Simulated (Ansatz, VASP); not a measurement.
FeO: VASP beside Ansatz

Contents of INCAR:

```
ALGO = Normal
EDIFF = 1E-6
ENCUT = 520
GGA = PS
ISIF = 2
ISMEAR = -1
ISPIN = 2
LASPH = True
LCHARG = False
LMAXMIX = 4
LORBIT = 11
LREAL = False
LWAVE = False
MAGMOM = -2.68 0
NBANDS = 18
NELM = 150
PREC = Accurate
SIGMA = 0.05
```

File KPOINTS:

```
k-points
0
Gamma
  12 12 12
```

File POSCAR:

```
FeO
1.0
   -1.6021034130      1.6021034130      2.0833922500
    1.6021034130     -1.6021034130      2.0833922500
    1.6021034130      1.6021034130     -2.0833922500
Fe O
1 1
Direct
    0.0000000000      0.0000000000      0.0000000000
    0.5000000000      0.5000000000      0.0000000000
```

The input input.yaml:

```yaml
crystal:
  lattice:
    - [-1.602103413, 1.602103413, 2.08339225]
    - [1.602103413, -1.602103413, 2.08339225]
    - [1.602103413, 1.602103413, -2.08339225]
  atoms:
    - { symbol: Fe, position: [0.0, 0.0, 0.0], spin: -2.68 }
    - { symbol: O, position: [0.5, 0.5, 0.0] }
hamiltonian:
  xc: pbesol
  pseudopotentials: { kind: paw }
magnetization:
  spin_polarized: true
kpoints:
  mp_grid: { grid: [12, 12, 12] }
scf:
  occupations: { method: fermi_dirac, width: 0.05 }
output:
  forces: true
  stress: true
  eigenvalues: true
```

Alike in both runs: task single point; functional PBEsol; k mesh 12 × 12 × 12; occupations fermi-dirac, width 0.05 eV; collinear spin.

```csv
,VASP,Ansatz
version,VASP 6.6.1,Ansatz 0.2.0
potentials or method,"VASP PAW PBE potentials, release 64 (Fe, O)",Ansatz PAW
plane-wave cutoff (eV),520,420
valence electrons in the cell,14,22
```

|  | VASP | Ansatz | Ansatz less VASP |
| --- | --- | --- | --- |
| gap on the k mesh at the Fermi level (eV) | none | none | - |
| pressure (GPa) | -16.0 | -16.1 | -0.11 |
| traceless stress, the component that is largest in VASP (GPa) | 2.50 | 2.15 | -0.350 |
| net moment per atom (μB) | 2.00 | 2.00 | +0.001 |
| size of the moment on the site where the two differ most (μB) | 3.61 | 3.39 | -0.219 |

VASP's potentials were made for PBE, not for PBEsol. Site moments also hang on the region over which each program counts them. A gap of «none» marks a metal or a gap that the smearing closes. VASP's potentials hold 14 valence electrons a cell and Ansatz's 22, so a difference there can come from the potentials and not from the codes.
